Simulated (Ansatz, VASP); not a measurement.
# One calculation of C, two programs

The input POSCAR:

```
C
1.0
    0.0000000000      1.8183469191      1.8183469191
    1.8183469191      0.0000000000      1.8183469191
    1.8183469191      1.8183469191      0.0000000000
C
2
Direct
    0.7500000000      0.7500000000      0.7500000000
    0.5000000000      0.5000000000      0.5000000000
```

INCAR.step1

```
SYSTEM = C
PREC = Accurate
ENCUT = 520
EDIFF = 1E-5
ISMEAR = -1
SIGMA = 0.05
LREAL = .False.
LASPH = .True.
NELM = 100
ALGO = Normal
ISIF = 2
LWAVE = .True.
LCHARG = .False.
GGA = PE
NBANDS = 11
```

The input INCAR.step2:

```
SYSTEM = C
PREC = Accurate
ENCUT = 520
EDIFF = 1E-7
ISMEAR = -1
SIGMA = 0.05
LREAL = .False.
LASPH = .True.
NELM = 100
ALGO = Normal
ISIF = 2
LWAVE = .False.
LCHARG = .False.
GGA = PS
LHFCALC = .True.
AEXX = 0.25
HFSCREEN = 0.207
PRECFOCK = Normal
ISTART = 1
NBANDS = 11
```

Contents of KPOINTS:

```
regular mesh
0
Gamma
  7 7 7
  0 0 0
```

File input.yaml:

```yaml
crystal:
  lattice:
    - [0.0, 1.8183469191, 1.8183469191]
    - [1.8183469191, 0.0, 1.8183469191]
    - [1.8183469191, 1.8183469191, 0.0]
  atoms:
    - { symbol: C, position: [0.75, 0.75, 0.75] }
    - { symbol: C, position: [0.5, 0.5, 0.5] }
hamiltonian:
  xc:
    exchange: hjs_pbesol
    correlation: pbesol
    exx: { coeff: 0.25, omega: 0.207 }
  pseudopotentials: { kind: paw }
kpoints:
  mp_grid: { grid: [7, 7, 7] }
scf:
  occupations: { method: fermi_dirac, width: 0.05 }
output:
  forces: true
  stress: true
  eigenvalues: true
```

Alike in both runs: task single point; functional PBEsol-based screened hybrid with a share of 0.25 of exact exchange and HFSCREEN = 0.207; k mesh 7 × 7 × 7; occupations fermi-dirac, width 0.05 eV; no spin polarisation.

|  | VASP | Ansatz |
| --- | --- | --- |
| version | VASP 6.6.1 | Ansatz 0.2.0 |
| potentials or method | VASP PAW PBE potentials, release 64 (C) | Ansatz PAW |
| plane-wave cutoff (eV) | 520 | 420 |
| valence electrons in the cell | 8 | 8 |

```csv
,VASP,Ansatz,Ansatz less VASP
gap on the k mesh at the Fermi level (eV),5.19,5.20,+0.009
least direct gap on the mesh (eV),6.76,6.77,+0.007
```

VASP's potentials were made for PBE, not for PBEsol-based screened hybrid.

The k mesh is coarse, so the values compare programs but aren't converged. Noted on Ansatz's run: odd divisions of the mesh miss points on the zone boundary, where band edges often lie, so the gap on the mesh can be too wide.
